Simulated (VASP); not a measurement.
MgO, 2 atoms in the cell. Symmetry: Fm-3m, No. 225, cubic system. Conventional cell: a = 4.296 Å, b = 4.296 Å, c = 4.296 Å, α = 90.00°, β = 90.00°, γ = 90.00°. Within 2.8 Å of Mg (site symmetry m-3m) lie 6 O at 2.15 Å. O (site symmetry m-3m) has 6 Mg at 2.15 Å within 2.8 Å.  This cell differs from its parent crystal: volume scaled by 1.03.

- Program: VASP 6.6.1
- Task: single point
- Functional: PBE
- Potentials or basis: VASP PAW PBE potentials, release 64 (Mg, O)
- Cutoff: 520 eV
- k mesh: 10 × 10 × 10
- Occupations: gaussian, width 0.02 eV
- Spin: no spin polarisation
- Dipole correction: no
- Further INCAR settings: ALGO = Normal; EDIFF = 1e-06; NBANDS = 11

Potentials or basis: VASP PAW PBE potentials, release 64 (Mg, O).

The run is started by

```sh
$ cat potpaw_PBE.64/Mg/POTCAR potpaw_PBE.64/O/POTCAR > POTCAR
$ mpirun -np 1 vasp_std > vasp.out
```

Hardware: 1 thread of Intel(R) Xeon(R) 6975P-C (Granite Rapids), with other jobs on the host.

Problem. Estimate the wall time of this run.

Solution. Wall time 3.6 s on 1 thread of Intel(R) Xeon(R) 6975P-C (Granite Rapids), with other jobs on the host, peak memory 0.14 GiB. Counts: scf iterations 12, k points 47.
